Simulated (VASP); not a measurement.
As: single point with PBEsol

Crystal: As.

```
As
1.0
     1.87975    1.08527    3.48577
    -1.87975    1.08527    3.48577
     0.00000   -2.17055    3.48577
As
2
Direct
  0.22754 0.22754 0.22754
  0.77246 0.77246 0.77246
```

| Quantity | Value |
| --- | --- |
| Program | VASP 6.6.1 |
| Task | single point |
| Functional | PBEsol |
| Potentials or basis | VASP PAW PBE potentials, release 64 (As) |
| Cutoff | 520 eV |
| k mesh | 18 × 18 × 18 |
| Occupations | gaussian, width 0.15 eV |
| Spin | no spin polarisation |
| Dipole correction | no |
| Further INCAR settings | ALGO = Normal; EDIFF = 1e-06; NBANDS = 12 |

| Quantity | Value |
| --- | --- |
| Pressure | 0.6 GPa |
| Largest force | 0.226 eV/Å |
| Band gap on the k mesh | zero (band 5 reaches 5.60 eV, above the bottom of band 6 at 5.09 eV) |

Forces on the atoms (eV/Å):
```
As   0.000  0.000  0.226
As   0.000  0.000 -0.226
```

Stress tensor (GPa, compression positive):
```
 0.93  0.00  0.00
 0.00  0.93  0.00
 0.00  0.00 -0.20
```

Levels at points of the mesh, in eV from the Fermi level:
```
           k point  band 1  band 2  band 3  band 4  band 5  band 6  band 7  band 8  band 9  band 10
(0.00, 0.00, 0.00)  -15.17   -5.82   -2.61   -2.07   -2.07    1.67    2.88    2.88    6.66     6.66
(0.50, 0.00, 0.00)  -12.40  -11.23   -2.84   -2.81   -0.43   -0.42    0.16    1.17    8.85     9.12
(0.50, 0.50, 0.00)  -12.36   -9.76   -6.18   -4.37   -4.23    1.35    5.44    6.73    7.30    10.51
(0.50, 0.50, 0.50)  -13.80  -10.20   -1.79   -1.79   -0.69    0.61    0.61    1.74    7.94    10.38
```

It took 2.4 min on 1 thread of Intel Xeon 6975P-C (shared host), peak memory 0.37 GiB.

Caveat: the PAW data sets were made with another functional, which shifts forces and pressure a little.
